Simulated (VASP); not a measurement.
# In3Sb (P4/mmm) in VASP: notebook

In3Sb is run at these levels: PBEsol+D3(BJ); tasks: single point.

Everything below comes from runs of VASP 6.6.1. Logs are shortened: lines on timing, memory, paths and dates and some standing lists are left out, and cuts for length are marked.

### 1 The cell of the first run

Symmetry: P4/mmm, No. 123, tetragonal system. Conventional cell: a = 4.640 Å, b = 4.640 Å, c = 4.408 Å, α = 90.00°, β = 90.00°, γ = 90.00°. Within 4.2 Å of In (site symmetry mmm) lie 8 In at 3.20 to 3.28 Å and 4 Sb at 3.20 Å. Within 4.2 Å of In (site symmetry 4/mmm) lie 8 In at 3.20 Å and 4 Sb at 3.28 Å. Within 4.2 Å of Sb (site symmetry 4/mmm) lie 12 In at 3.20 to 3.28 Å.

### 2 Single point, PBEsol+D3(BJ) (strain -0.0500 x Voigt [0, 1, 0, 0, 0, 0])

INCAR

```
SYSTEM = In3Sb
PREC     = Accurate       ! precision mode
ENCUT    = 520            ! plane-wave cutoff, eV
EDIFF    = 1E-7           ! SCF threshold, eV
ISMEAR   = 0              ! smearing method
SIGMA    = 0.15           ! smearing width, eV
LREAL    = .FALSE.        ! projectors in reciprocal space
LASPH    = .TRUE.         ! aspherical terms in the spheres
NELM     = 80             ! most SCF steps
ALGO     = Fast           ! electronic algorithm
ISIF     = 2              ! what is computed and relaxed
LWAVE    = .FALSE.        ! write WAVECAR
LCHARG   = .FALSE.        ! write CHGCAR
GGA      = PS             ! functional
IVDW     = 12             ! dispersion correction
NBANDS   = 30             ! bands
```

KPOINTS

```
regular mesh
0
G
  10 10 10
  0 0 0
```

POSCAR

```
In3Sb
1.0
    4.6402381084      0.0000000000      0.0000000000
    0.0000000000      4.4082262030      0.0000000000
    0.0000000000      0.0000000000      4.6402381084
In Sb
3 1
Direct
    0.5000000000      0.5000000000      0.0000000000
    0.5000000000      0.0000000000      0.5000000000
    0.0000000000      0.5000000000      0.5000000000
    0.0000000000      0.0000000000      0.0000000000
```

Potentials or basis: VASP PAW PBE potentials, release 64 (In_d, Sb).

On the command line:

```
cat potpaw_PBE.64/In_d/POTCAR potpaw_PBE.64/Sb/POTCAR > POTCAR
mpirun -np 1 vasp_std > vasp.out
```

OUTCAR:

```text
SYSTEM = In3Sb
   PREC = Accurate
   ENCUT = 520
   EDIFF = 1E-7
   ISMEAR = 0
   LREAL = .FALSE.
   LASPH = .TRUE.
   NELM = 80
   ISIF = 2
   GGA = PS
   IVDW = 12
 IVDW          = 12

 ion  position               nearest neighbor table
   1  0.500  0.500  0.000-   2 3.20   4 3.20   2 3.20   2 3.20   4 3.20   2 3.20   4 3.20   4 3.20
                             3 3.28   3 3.28   3 3.28   3 3.28
   2  0.500  0.000  0.500-   1 3.20   3 3.20   1 3.20   1 3.20   3 3.20   1 3.20   3 3.20   3 3.20
                             4 3.28   4 3.28   4 3.28   4 3.28
   3  0.000  0.500  0.500-   2 3.20   4 3.20   4 3.20   2 3.20   4 3.20   4 3.20   2 3.20   2 3.20
                             1 3.28   1 3.28   1 3.28   1 3.28
   4  0.000  0.000  0.000-   1 3.20   3 3.20   3 3.20   1 3.20   3 3.20   3 3.20   1 3.20   1 3.20
                             2 3.28   2 3.28   2 3.28   2 3.28

  LATTYP: Found a simple tetragonal cell.
 ALAT       =     4.6402381084
 C/A-ratio  =     0.9500000000

  Lattice vectors:

 A1 = (  -4.6402381084,   0.0000000000,   0.0000000000)
 A2 = (   0.0000000000,   0.0000000000,   4.6402381084)
 A3 = (   0.0000000000,   4.4082262030,   0.0000000000)

Analysis of symmetry for initial positions (statically):
=====================================================================
 Subroutine PRICEL returns:
 Original cell was already a primitive cell.

 Routine SETGRP: Setting up the symmetry group for a
 simple tetragonal supercell.

 Subroutine GETGRP returns: Found 16 space group operations
 (whereof 16 operations were pure point group operations)
 out of a pool of 16 trial point group operations.

The static configuration has the point symmetry D_4h.

Analysis of symmetry for dynamics (positions and initial velocities):
=====================================================================
 Subroutine PRICEL returns:
 Original cell was already a primitive cell.

 Routine SETGRP: Setting up the symmetry group for a
 simple tetragonal supercell.

 Subroutine GETGRP returns: Found 16 space group operations
 (whereof 16 operations were pure point group operations)
 out of a pool of 16 trial point group operations.

The dynamic configuration has the point symmetry D_4h.

 Subroutine INISYM returns: Found 16 space group operations
 (whereof 16 operations are pure point group operations),
 and found     1 'primitive' translations

----------------------------------------------------------------------------------------

                                     Primitive cell

  volume of cell :      94.9171

  direct lattice vectors                    reciprocal lattice vectors
     4.640238108  0.000000000  0.000000000     0.215506182  0.000000000  0.000000000
     0.000000000  4.408226203  0.000000000     0.000000000  0.226848613  0.000000000
     0.000000000  0.000000000  4.640238108     0.000000000  0.000000000  0.215506182

  length of vectors
     4.640238108  4.408226203  4.640238108     0.215506182  0.226848613  0.215506182

  position of ions in fractional coordinates (direct lattice)
     0.500000000  0.500000000  0.000000000
     0.500000000  0.000000000  0.500000000
     0.000000000  0.500000000  0.500000000
     0.000000000  0.000000000  0.000000000

  ion indices of the primitive-cell ions
   primitive index   ion index
                 1           1
                 2           2
                 3           3
                 4           4

----------------------------------------------------------------------------------------

 KPOINTS: regular mesh

Automatic generation of k-mesh.
 Grid dimensions read from file:
 generate k-points for:   10   10   10

 Generating k-lattice:

  Cartesian coordinates                     Fractional coordinates (reciprocal lattice)
     0.021550618  0.000000000  0.000000000     0.100000000  0.000000000  0.000000000
     0.000000000  0.022684861  0.000000000     0.000000000  0.100000000  0.000000000
     0.000000000  0.000000000  0.021550618     0.000000000  0.000000000  0.100000000

  Length of vectors
     0.021550618  0.022684861  0.021550618

  Shift w.r.t. Gamma in fractional coordinates (k-lattice)
     0.000000000  0.000000000  0.000000000

 Subroutine IBZKPT returns following result:
 ===========================================

 Found    126 irreducible k-points:

 Following reciprocal coordinates:
            Coordinates               Weight
  0.000000  0.000000  0.000000      1.000000
  0.100000  0.000000  0.000000      4.000000
  0.200000  0.000000  0.000000      4.000000
  0.300000  0.000000  0.000000      4.000000
  0.400000  0.000000  0.000000      4.000000
  0.500000  0.000000  0.000000      2.000000
[... 16 lines left out ...]
  0.400000  0.300000  0.000000      8.000000
  0.500000  0.300000  0.000000      4.000000
 [... further k-points ...]
   k-points           NKPTS =    126   k-points in BZ     NKDIM =    126   number of bands    NBANDS=     30
   number of dos      NEDOS =    301   number of ions     NIONS =      4
   total plane-waves  NPLWV =  46656
   dimension x,y,z NGX =    36 NGY =   36 NGZ =   36
   dimension x,y,z NGXF=    72 NGYF=   72 NGZF=   72
   ions per type =               3   1
   NGX,Y,Z   is equivalent  to a cutoff of  12.90, 13.58, 12.90 a.u.
   NGXF,Y,Z  is equivalent  to a cutoff of  25.80, 27.15, 25.80 a.u.
 SYSTEM =  In3Sb
   PREC   = accura    normal or accurate (medium, high low for compatibility)
   ISTART =      0    job   : 0-new  1-cont  2-samecut
   ICHARG =      2    charge: 1-file 2-atom 10-const
   ISPIN  =      1    spin polarized calculation?
   LNONCOLLINEAR =      F non collinear calculations
   LSORBIT =      F    spin-orbit coupling
   LASPH  =      T    aspherical Exc in radial PAW
   ENCUT  =  520.0 eV  38.22 Ry    6.18 a.u.   8.63  8.20  8.63*2*pi/ulx,y,z
   NELM   =     80;   NELMIN=  2; NELMDL= -5     # of ELM steps
   EDIFF  = 0.1E-06   stopping-criterion for ELM
   LREAL  =      F    real-space projection
   EDIFFG = 0.1E-05   stopping-criterion for IOM
   NSW    =      0    number of steps for IOM
   IBRION =     -1    ionic relax: 0-MD 1-quasi-New 2-CG
   NFREE  =      0    steps in history (QN), initial steepest desc. (CG)
   ISIF   =      2    stress and relaxation
   ISYM   =      2    0-nonsym 1-usesym 2-fastsym
   POTIM  = 0.5000    time-step for ionic-motion
   TEBEG  =    0.0;   TEEND  =   0.0 temperature during run
   PSTRESS=    0.0 pullay stress
   NELECT =      44.0000    total number of electrons
   NUPDOWN=      -1.0000    fix difference up-down
   EMIN   =  10.00;   EMAX   =-10.00  energy-range for DOS
   EFERMI =   0.00;   METHOD = LEGACY
   ISMEAR =     0;   SIGMA  =   0.15  broadening in eV -4-tet -1-fermi 0-gaus
   EFERMI_NEDOS =   21; number of points for ismear=-14 and -15
   IALGO  =     68    algorithm
   IMIX   =      4    mixing-type and parameters
     AMIX     =   0.40;   BMIX     =  1.00
     AMIX_MAG =   1.60;   BMIX_MAG =  1.00
  volume/ion in A,a.u.               =      23.73       160.13
  Fermi-wavevector in a.u.,A,eV,Ry     =   1.267003  2.394288 21.841381  1.605296
  Thomas-Fermi vector in A             =   2.400174
   LORBIT       =      0    0 simple, 1 ext, 2 COOP (PROOUT), +10 PAW based schemes
   GGA     = PS    functional components
   LHFCALC =     F    Hartree Fock is set to
   AEXX    =    0.0000 exact exchange contribution
   IVDW    =    12    specifies the selected vdW correction
   LEPSILON=     F    determine dielectric tensor
   LRPA    =     F    only Hartree local field effects (RPA)
 non-spin polarized calculation
 RMM-DIIS sequential band-by-band and
 Gauss-broadening in eV      SIGMA  =   0.15
  energy-cutoff  :      520.00
  volume of cell :       94.92
 maximum number of plane-waves:      2596
 NGX is ok and might be reduce to    36
   NGX = 17   NGY = 17   NGZ = 17

 number of electron      43.9999976 magnetization

 Free energy of the ion-electron system (eV)
  ---------------------------------------------------
  ext. energy  EPLUGINS =         0.00000000
  ---------------------------------------------------
  free energy    TOTEN  =       -13.25663334 eV

  energy without entropy =      -13.23570513  energy(sigma->0) =      -13.24616923

 E-fermi :   8.8704     XC(G=0): -10.8775

 val. band max:        8.8676378739   @ k =   0.3000   0.1000   0.3000
 cond. band min:       8.8783962825   @ k =   0.4000   0.2000   0.0000
 fundamental gap:      0.0107584087
 Fermi energy:         8.8703537841

 k-point     1 :       0.0000    0.0000    0.0000
  band No.  band energies     occupation
      1      -5.9900      2.00000
      2      -5.9727      2.00000
      3      -5.9727      2.00000
      4      -5.9372      2.00000
      5      -5.7996      2.00000
      6      -5.7693      2.00000
[... 22 lines left out ...]
     29      15.2889      0.00000
     30      15.4876      0.00000

 k-point     2 :       0.1000    0.0000    0.0000
  band No.  band energies     occupation
      1      -5.9778      2.00000
      2      -5.9702      2.00000
      3      -5.9587      2.00000
      4      -5.9255      2.00000
      5      -5.7957      2.00000
      6      -5.7618      2.00000
[... 22 lines left out ...]
     29      15.7710      0.00000
     30      16.0302      0.00000

 k-point     3 :       0.2000    0.0000    0.0000
  band No.  band energies     occupation
      1      -5.9636      2.00000
      2      -5.9434      2.00000
      3      -5.9179      2.00000
      4      -5.8916      2.00000
      5      -5.7875      2.00000
      6      -5.7378      2.00000
[... 22 lines left out ...]
     29      16.2449      0.00000
     30      16.3594      0.00000

 k-point     4 :       0.3000    0.0000    0.0000
  band No.  band energies     occupation
      1      -5.9550      2.00000
      2      -5.8941      2.00000
      3      -5.8541      2.00000
      4      -5.8385      2.00000
      5      -5.7774      2.00000
      6      -5.6998      2.00000
[... 616 lines left out ...]
     29      13.7943      0.00000
     30      14.0827      0.00000

 k-point    23 :       0.4000    0.3000    0.0000
  band No.  band energies     occupation
      1      -5.8498      2.00000
      2      -5.8357      2.00000
      3      -5.7570      2.00000
      4      -5.7494      2.00000
      5      -5.7284      2.00000
      6      -5.6928      2.00000
[... 22 lines left out ...]
     29      13.9914      0.00000
     30      14.5802      0.00000

 k-point    24 :       0.5000    0.3000    0.0000
  band No.  band energies     occupation
      1      -5.8429      2.00000
      2      -5.8014      2.00000
      3      -5.7908      2.00000
      4      -5.7481      2.00000
      5      -5.7060      2.00000
      6      -5.6729      2.00000
[... 22 lines left out ...]
     29      14.1275      0.00000
     30      15.8018      0.00000

 [... further k-points ...]

------------------------ aborting loop because EDIFF is reached ----------------------------------------

 Edisp (eV)   -1.75606

 E8    (eV) :    -1.2535

  FORCE on cell =-STRESS in cart. coord.  units (eV):
  Direction    XX          YY          ZZ          XY          YZ          ZX
  --------------------------------------------------------------------------------------
  -------------------------------------------------------------------------------------
  Total       2.02887     1.48357     2.02887     0.00000    -0.00000     0.00000
  in kB      34.24676    25.04237    34.24676     0.00000    -0.00000     0.00000
  external pressure =       31.18 kB  Pullay stress =        0.00 kB

 VOLUME and BASIS-vectors are now :
 -----------------------------------------------------------------------------
  energy-cutoff  :      520.00
  volume of cell :       94.92
      direct lattice vectors                 reciprocal lattice vectors
     4.640238108  0.000000000  0.000000000     0.215506182  0.000000000  0.000000000
     0.000000000  4.408226203  0.000000000     0.000000000  0.226848613  0.000000000
     0.000000000  0.000000000  4.640238108     0.000000000  0.000000000  0.215506182

 POSITION                                       TOTAL-FORCE (eV/Angst)
 -----------------------------------------------------------------------------------
      2.32012      2.20411      0.00000         0.000000      0.000000      0.000000
      2.32012      0.00000      2.32012         0.000000      0.000000      0.000000
      0.00000      2.20411      2.32012         0.000000      0.000000      0.000000
      0.00000      0.00000      0.00000         0.000000      0.000000      0.000000
 -----------------------------------------------------------------------------------
    total drift:                                0.000000      0.000000      0.000000

  FREE ENERGIE OF THE ION-ELECTRON SYSTEM (eV)
  ---------------------------------------------------
  free  energy   TOTEN  =       -15.0126891291 eV

  energy  without entropy=      -14.9917609194  energy(sigma->0) =      -15.00222502
```

Run time: 3.4 min. Hardware: 1 thread of Intel Xeon 6975P-C (Granite Rapids), shared host; peak memory 0.44 GiB.

What came out:

* Free energy: -15.0127 eV
* Pressure: 3.1 GPa
* Band gap on the k mesh: zero (band 22 reaches 9.99 eV, above the bottom of band 23 at 5.00 eV)
* Dispersion energy per atom: -0.439 eV

Caveat: the cell differs from its parent crystal (strain -0.0500 x Voigt [0, 1, 0, 0, 0, 0]); the PAW data sets were made with another functional, which shifts forces and pressure a little; spin-orbit coupling is left out, which moves the levels of the heavy elements; pairwise dispersion overbinds metals, which lowers pressure and volume.

### 3 Single point, PBEsol+D3(BJ) (strain -0.0250 x Voigt [0, 1, 0, 0, 0, 0])

INCAR

```
SYSTEM = In3Sb
  ALGO = Fast
  EDIFF = 1E-7
  ENCUT = 520
  GGA = PS
  ISIF = 2
  ISMEAR = 0
  IVDW = 12
  LASPH = .True.
  LCHARG = .False.
  LREAL = .False.
  LWAVE = .False.
  NBANDS = 30
  NELM = 100
  PREC = Accurate
  SIGMA = 0.15
```

KPOINTS

```
k-points
0
Gamma
  10 10 10
  0 0 0
```

Edit POSCAR of step 2 so:

```diff
@@ -3,3 +3,3 @@
     4.6402381084      0.0000000000      0.0000000000
-    0.0000000000      4.4082262030      0.0000000000
+    0.0000000000      4.5242321557      0.0000000000
     0.0000000000      0.0000000000      4.6402381084
```

Potentials or basis: VASP PAW PBE potentials, release 64 (In_d, Sb).

On the command line:

```
cat potpaw_PBE.64/In_d/POTCAR potpaw_PBE.64/Sb/POTCAR > POTCAR
mpirun -np 1 vasp_std > vasp.out
```

It took 3.3 min on 1 thread of Intel Xeon 6975P-C (Granite Rapids), shared host; peak memory 0.43 GiB.

The run converged. Its results:

- Free energy: -15.0383 eV
- Pressure: 1.4 GPa
- Band gap on the k mesh: zero (band 22 reaches 9.37 eV, above the bottom of band 23 at 4.78 eV)
- Dispersion energy per atom: -0.427 eV

Stress tensor (GPa, compression positive):
```
1.72 0.00 0.00
0.00 0.85 0.00
0.00 0.00 1.72
```

Levels at points of the mesh, in eV from the Fermi level:
```csv
k point,band 19,band 20,band 21,band 22,band 23,band 24,band 25,band 26
"(0.00, 0.00, 0.00)",-3.50,-3.25,-2.35,-2.02,2.43,2.43,2.52,4.06
"(0.50, 0.00, 0.00)",-1.99,-1.75,-1.39,-0.59,-0.30,0.21,0.91,5.03
"(0.00, 0.50, 0.00)",-1.86,-1.86,-1.52,-0.48,-0.48,0.02,0.75,4.84
"(0.50, 0.50, 0.00)",-6.24,-0.74,-0.23,0.45,0.48,1.40,1.44,1.52
"(0.50, 0.00, 0.50)",-6.34,-0.61,0.08,0.81,0.81,1.61,1.61,1.91
"(0.50, 0.50, 0.50)",-4.72,-4.58,-4.58,-4.56,-3.74,5.93,5.93,6.35
```

Caveat: the cell differs from its parent crystal (strain -0.0250 x Voigt [0, 1, 0, 0, 0, 0]); the PAW data sets were made with another functional, which shifts forces and pressure a little; spin-orbit coupling is left out, which moves the levels of the heavy elements; pairwise dispersion overbinds metals, which lowers pressure and volume.
